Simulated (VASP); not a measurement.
# AlO5 (P4/mmm) in VASP: relaxation of cell and atoms with PBE

Aim: the relaxation of cell and atoms of AlO5 with PBE.

Program: VASP 6.6.1. These are calculated values, not measurements. Logs are shortened: lines on timing, memory, paths and dates and some standing lists are left out, and cuts for length are marked.

**1. The cell of the first run**

The structure is tetragonal, space group P4/mmm (No. 123). The conventional cell has a = 3.271 Å, b = 3.271 Å, c = 5.806 Å, α = 90.00°, β = 90.00°, γ = 90.00°. Al (site symmetry 4/mmm) has 2 O at 2.30 Å within 3.0 Å. Within 2.2 Å of O (site symmetry mmm) lie 6 O at 1.64 to 1.74 Å. O (site symmetry 4mm) has 1 O at 1.20 Å within 1.6 Å. O (site symmetry 4/mmm) has 4 O at 1.64 Å within 2.2 Å.

The cell was built from a structure type or drawn by symmetry, and may not be a known phase.

**2. Relaxation of cell and atoms, PBE**

Contents of INCAR:

```
  PREC = Accurate
  ENCUT = 910
  EDIFF = 1E-7
  ISMEAR = 0
  SIGMA = 0.1
  LREAL = F
  LASPH = T
  NELM = 120
  ALGO = Normal
  ISIF = 3
  LWAVE = F
  LCHARG = F
  GGA = PE
  IBRION = 2
  NSW = 90
  EDIFFG = -0.04
  GGA_COMPAT = F
  NELMIN = 4
```

Contents of KPOINTS:

```
regular mesh
0
Gamma
  6 6 4
```

Contents of POSCAR:

```
AlO5
1.0
    3.2713371300      0.0000000000      0.0000000000
    0.0000000000      3.2713371300      0.0000000000
    0.0000000000      0.0000000000      5.8057128000
Al O
1 5
Direct
    0.0000000000      0.0000000000      0.5000000000
    0.0000000000      0.5000000000      0.0000000000
    0.5000000000      0.0000000000      0.0000000000
    0.0000000000      0.0000000000      0.8968127400
    0.0000000000      0.0000000000      0.1031872600
    0.5000000000      0.5000000000      0.0000000000
```

Potentials or basis: VASP PAW PBE potentials, release 64 (Al, O_h).

The run is started by

```
$ cat potpaw_PBE.64/Al/POTCAR potpaw_PBE.64/O_h/POTCAR > POTCAR
$ mpirun -np 1 vasp_std > vasp.out
```

OUTCAR:

```text
PREC = Accurate
   ENCUT = 910
   EDIFF = 1E-7
   ISMEAR = 0
   LREAL = F
   LASPH = T
   NELM = 120
   ISIF = 3
   GGA = PE
   IBRION = 2
   NSW = 90
   EDIFFG = -0.04
   NELMIN = 4

 ion  position               nearest neighbor table
   1  0.000  0.000  0.500-   4 2.30   5 2.30
   2  0.000  0.500  0.000-
   3  0.500  0.000  0.000-
   4  0.000  0.000  0.897-   5 1.20   1 2.30
   5  0.000  0.000  0.103-   4 1.20   1 2.30
   6  0.500  0.500  0.000-

  LATTYP: Found a simple tetragonal cell.
 ALAT       =     3.2713371300
 C/A-ratio  =     1.7747216411

  Lattice vectors:

 A1 = (   3.2713371300,   0.0000000000,   0.0000000000)
 A2 = (   0.0000000000,   3.2713371300,   0.0000000000)
 A3 = (   0.0000000000,   0.0000000000,   5.8057128000)

Analysis of symmetry for initial positions (statically):
=====================================================================
 Subroutine PRICEL returns:
 Original cell was already a primitive cell.

 Routine SETGRP: Setting up the symmetry group for a
 simple tetragonal supercell.

 Subroutine GETGRP returns: Found 16 space group operations
 (whereof 16 operations were pure point group operations)
 out of a pool of 16 trial point group operations.

The static configuration has the point symmetry D_4h.

Analysis of symmetry for dynamics (positions and initial velocities):
=====================================================================
 Subroutine PRICEL returns:
 Original cell was already a primitive cell.

 Routine SETGRP: Setting up the symmetry group for a
 simple tetragonal supercell.

 Subroutine GETGRP returns: Found 16 space group operations
 (whereof 16 operations were pure point group operations)
 out of a pool of 16 trial point group operations.

The dynamic configuration has the point symmetry D_4h.

 Subroutine INISYM returns: Found 16 space group operations
 (whereof 16 operations are pure point group operations),
 and found     1 'primitive' translations

----------------------------------------------------------------------------------------

                                     Primitive cell

  volume of cell :      62.1307

  direct lattice vectors                    reciprocal lattice vectors
     3.271337130  0.000000000  0.000000000     0.305685400  0.000000000  0.000000000
     0.000000000  3.271337130  0.000000000     0.000000000  0.305685400  0.000000000
     0.000000000  0.000000000  5.805712800     0.000000000  0.000000000  0.172244139

  length of vectors
     3.271337130  3.271337130  5.805712800     0.305685400  0.305685400  0.172244139

  position of ions in fractional coordinates (direct lattice)
     0.000000000  0.000000000  0.500000000
     0.000000000  0.500000000  0.000000000
     0.500000000  0.000000000  0.000000000
     0.000000000  0.000000000  0.896812740
     0.000000000  0.000000000  0.103187260
     0.500000000  0.500000000  0.000000000

  ion indices of the primitive-cell ions
   primitive index   ion index
                 1           1
                 2           2
                 3           3
                 4           4
                 5           5
                 6           6

----------------------------------------------------------------------------------------

 KPOINTS: regular mesh

Automatic generation of k-mesh.
 Grid dimensions read from file:
 generate k-points for:    6    6    4

 Generating k-lattice:

  Cartesian coordinates                     Fractional coordinates (reciprocal lattice)
     0.050947567  0.000000000  0.000000000     0.166666667  0.000000000  0.000000000
     0.000000000  0.050947567  0.000000000     0.000000000  0.166666667  0.000000000
     0.000000000  0.000000000  0.043061035     0.000000000  0.000000000  0.250000000

  Length of vectors
     0.050947567  0.050947567  0.043061035

  Shift w.r.t. Gamma in fractional coordinates (k-lattice)
     0.000000000  0.000000000  0.000000000

 Subroutine IBZKPT returns following result:
 ===========================================

 Found     30 irreducible k-points:

 Following reciprocal coordinates:
            Coordinates               Weight
  0.000000  0.000000  0.000000      1.000000
  0.166667  0.000000  0.000000      4.000000
  0.333333  0.000000  0.000000      4.000000
  0.500000  0.000000  0.000000      2.000000
  0.166667  0.166667  0.000000      4.000000
  0.333333  0.166667  0.000000      8.000000
[... 16 lines left out ...]
  0.333333  0.000000  0.500000      4.000000
  0.500000  0.000000  0.500000      2.000000
 [... further k-points ...]
   k-points           NKPTS =     30   k-points in BZ     NKDIM =     30   number of bands    NBANDS=     20
   number of dos      NEDOS =    301   number of ions     NIONS =      6
   total plane-waves  NPLWV =  61440
   dimension x,y,z NGX =    32 NGY =   32 NGZ =   60
   dimension x,y,z NGXF=    64 NGYF=   64 NGZF=  120
   ions per type =               1   5
   NGX,Y,Z   is equivalent  to a cutoff of  16.26, 16.26, 17.18 a.u.
   NGXF,Y,Z  is equivalent  to a cutoff of  32.52, 32.52, 34.36 a.u.
 SYSTEM =  unknown system
   PREC   = accura    normal or accurate (medium, high low for compatibility)
   ISTART =      0    job   : 0-new  1-cont  2-samecut
   ICHARG =      2    charge: 1-file 2-atom 10-const
   ISPIN  =      1    spin polarized calculation?
   LNONCOLLINEAR =      F non collinear calculations
   LSORBIT =      F    spin-orbit coupling
   LASPH  =      T    aspherical Exc in radial PAW
   ENCUT  =  910.0 eV  66.88 Ry    8.18 a.u.   8.05  8.05 14.28*2*pi/ulx,y,z
   NELM   =    120;   NELMIN=  4; NELMDL= -5     # of ELM steps
   EDIFF  = 0.1E-06   stopping-criterion for ELM
   LREAL  =      F    real-space projection
   EDIFFG = -.4E-01   stopping-criterion for IOM
   NSW    =     90    number of steps for IOM
   IBRION =      2    ionic relax: 0-MD 1-quasi-New 2-CG
   NFREE  =      1    steps in history (QN), initial steepest desc. (CG)
   ISIF   =      3    stress and relaxation
   ISYM   =      2    0-nonsym 1-usesym 2-fastsym
   POTIM  = 0.5000    time-step for ionic-motion
   TEBEG  =    0.0;   TEEND  =   0.0 temperature during run
   PSTRESS=    0.0 pullay stress
   NELECT =      33.0000    total number of electrons
   NUPDOWN=      -1.0000    fix difference up-down
   EMIN   =  10.00;   EMAX   =-10.00  energy-range for DOS
   EFERMI =   0.00;   METHOD = LEGACY
   ISMEAR =     0;   SIGMA  =   0.10  broadening in eV -4-tet -1-fermi 0-gaus
   EFERMI_NEDOS =   21; number of points for ismear=-14 and -15
   IALGO  =     38    algorithm
   IMIX   =      4    mixing-type and parameters
     AMIX     =   0.40;   BMIX     =  1.00
     AMIX_MAG =   1.60;   BMIX_MAG =  1.00
  volume/ion in A,a.u.               =      10.36        69.88
  Fermi-wavevector in a.u.,A,eV,Ry     =   1.325798  2.505395 23.915517  1.757741
  Thomas-Fermi vector in A             =   2.455232
   LORBIT       =      0    0 simple, 1 ext, 2 COOP (PROOUT), +10 PAW based schemes
   GGA     = PE    functional components
   LHFCALC =     F    Hartree Fock is set to
   AEXX    =    0.0000 exact exchange contribution
   IVDW    =     0    specifies the selected vdW correction
   LEPSILON=     F    determine dielectric tensor
   LRPA    =     F    only Hartree local field effects (RPA)
 conjugate gradient relaxation of ions
 non-spin polarized calculation
 Gauss-broadening in eV      SIGMA  =   0.10
  energy-cutoff  :      910.00
  volume of cell :       62.13
 maximum number of plane-waves:      3912
   NGX = 17   NGY = 17   NGZ = 29

--------------------------------------- Ionic step        1  -------------------------------------------

 number of electron      33.0000000 magnetization

 Free energy of the ion-electron system (eV)
  ---------------------------------------------------
  ext. energy  EPLUGINS =         0.00000000
  ---------------------------------------------------
  free energy    TOTEN  =       -13.24608211 eV

  energy without entropy =      -13.23234998  energy(sigma->0) =      -13.23921604

 E-fermi :   5.7006     XC(G=0): -10.2805

 val. band max:        5.6976246161   @ k =   0.1667   0.0000   0.2500
 cond. band min:       5.7086013122   @ k =   0.0000   0.0000   0.2500
 fundamental gap:      0.0109766961
 Fermi energy:         5.7006475234

 k-point     1 :       0.0000    0.0000    0.0000
  band No.  band energies     occupation
      1     -25.7715      2.00000
      2     -16.9647      2.00000
      3     -13.3405      2.00000
      4     -11.7836      2.00000
      5      -8.6387      2.00000
      6      -8.6387      2.00000
[... 1217 lines left out ...]
  FREE ENERGIE OF THE ION-ELECTRON SYSTEM (eV)
  ---------------------------------------------------
  free  energy   TOTEN  =       -20.0312582681 eV

  energy  without entropy=      -20.0059264160  energy(sigma->0) =      -20.01859234

[... ionic steps 4 to 20 ...]

--------------------------------------- Ionic step       21  -------------------------------------------

 number of electron      33.0000001 magnetization

------------------------ aborting loop because EDIFF is reached ----------------------------------------

  FORCE on cell =-STRESS in cart. coord.  units (eV):
  Direction    XX          YY          ZZ          XY          YZ          ZX
  --------------------------------------------------------------------------------------
  -------------------------------------------------------------------------------------
  Total       -0.6540148     -0.6540148     -0.3004457      0.0000000      0.0000000      0.0000000
  in kB      -13.2429914    -13.2429914     -6.0836538      0.0000000      0.0000000      0.0000000
  external PRESSURE =     -10.8565456 kB  Pullay stress =       0.0000000 kB
[... 65 lines left out ...]
  energy  without entropy=      -22.5489298383  energy(sigma->0) =      -22.57217695

--------------------------------------- Ionic step       23  -------------------------------------------

 number of electron      33.0000000 magnetization

 Free energy of the ion-electron system (eV)
  ---------------------------------------------------
  ext. energy  EPLUGINS =         0.00000000
  ---------------------------------------------------
  free energy    TOTEN  =       -22.59694957 eV

  energy without entropy =      -22.55083971  energy(sigma->0) =      -22.57389464

 E-fermi :   0.9604     XC(G=0):  -9.2074

 val. band max:        0.9517395193   @ k =   0.5000   0.0000   0.2500
 cond. band min:       0.9608771816   @ k =   0.0000   0.0000   0.0000
 fundamental gap:      0.0091376623
 Fermi energy:         0.9604495574

 k-point     1 :       0.0000    0.0000    0.0000
  band No.  band energies     occupation
      1     -20.5689      2.00000
      2     -15.8843      2.00000
      3     -15.6496      2.00000
      4     -15.1903      2.00000
      5     -12.0094      2.00000
      6      -6.8770      2.00000
[... 576 lines left out ...]
  FREE ENERGIE OF THE ION-ELECTRON SYSTEM (eV)
  ---------------------------------------------------
  free  energy   TOTEN  =       -22.5969495714 eV

  energy  without entropy=      -22.5508397068  energy(sigma->0) =      -22.57389464

 reached required accuracy - stopping structural energy minimisation
```

Wall time 9.6 min (1 thread of Intel Xeon 6975P-C (Granite Rapids), shared host); peak memory 0.27 GiB.

Results:

| Quantity | Value |
| --- | --- |
| Free energy | -22.5969 eV |
| Relaxed volume | 13.05 Å³/atom |
| Relaxed cell | a = 3.468 Å, b = 3.468 Å, c = 6.510 Å, α = 90.00°, β = 90.00°, γ = 90.00° |
| Space group after relaxing (to 0.1 Å) | P4/mmm (No. 123) |
| Energy gained by relaxing | 1558.5 meV/atom |
| Ionic steps | 23 |
| Pressure after relaxing | 0.0 GPa |
| Largest force after relaxing | 0.029 eV/Å |
| Band gap on the k mesh | zero (an odd number of electrons rules out a gap without spin polarisation) |

Forces on the atoms (eV/Å):
```
Al   0.000  0.000  0.000
O    0.000  0.000  0.000
O    0.000  0.000  0.000
O    0.000  0.000 -0.029
O    0.000  0.000  0.029
O    0.000  0.000  0.000
```

The path:
| step | energy change (eV) | largest force (eV/Å) | pressure (GPa) | volume (Å³) |
| --- | --- | --- | --- | --- |
| 1 | 0.0000 | 13.0342 | 77.21 | 62.13 |
| 2 | -3.2773 | 2.8786 | -38.88 | 118.08 |
| 3 | -6.7852 | 3.8634 | -14.03 | 86.47 |
| 4 | -8.9244 | 1.8850 | -1.94 | 76.83 |
| 5 | -8.9925 | 0.2048 | 3.78 | 74.83 |
| 6 | -9.0014 | 0.7095 | 2.13 | 75.34 |
| 7 | -9.0002 | 0.5051 | 2.81 | 75.13 |
| 8 | -9.1097 | 0.0632 | 1.79 | 76.26 |
| 9 | -9.1778 | 0.7580 | 0.96 | 77.81 |
| 10 | -9.2387 | 0.6296 | -2.58 | 78.86 |
| 11 | -9.2401 | 0.4531 | -2.12 | 78.71 |
| 12 | -9.2628 | 0.4861 | -0.88 | 77.91 |
| 13 | -9.2783 | 0.5667 | 0.95 | 76.69 |
| 14 | -9.3009 | 0.0635 | 1.84 | 76.78 |
| 15 | -9.3040 | 0.2358 | 2.36 | 76.82 |
| 16 | -9.3141 | 0.2804 | 1.97 | 77.17 |
| 17 | -9.3330 | 0.4554 | 0.91 | 78.23 |
| 18 | -9.3058 | 0.9710 | -0.88 | 80.32 |
| 19 | -9.3333 | 0.6068 | 0.56 | 78.71 |
| 20 | -9.3471 | 0.0969 | -0.82 | 79.06 |
| 21 | -9.3475 | 0.0018 | -1.09 | 79.12 |
| 22 | -9.3493 | 0.0082 | -0.73 | 78.85 |
| 23 | -9.3509 | 0.0291 | 0.01 | 78.28 |

Final structure:
```xyz
6
Lattice="3.4677 0.0000 0.0000 0.0000 3.4677 0.0000 0.0000 0.0000 6.5098" Properties=species:S:1:pos:R:3 pbc="T T T"
Al    0.0000    0.0000    3.2549
O     0.0000    1.7339    0.0000
O     1.7339    0.0000    0.0000
O     0.0000    0.0000    4.9111
O     0.0000    0.0000    1.5987
O     1.7339    1.7339    0.0000
```

Caveat: the cutoff is under 1.25 times the usual one of these potentials, so pressure, stress and relaxed cells hold a basis-set (Pulay) error; the volume moved by over 15 % at a fixed basis, so the end points are rough; an odd number of electrons without spin polarisation forces a metal; a magnetic or distorted state may lie lower.
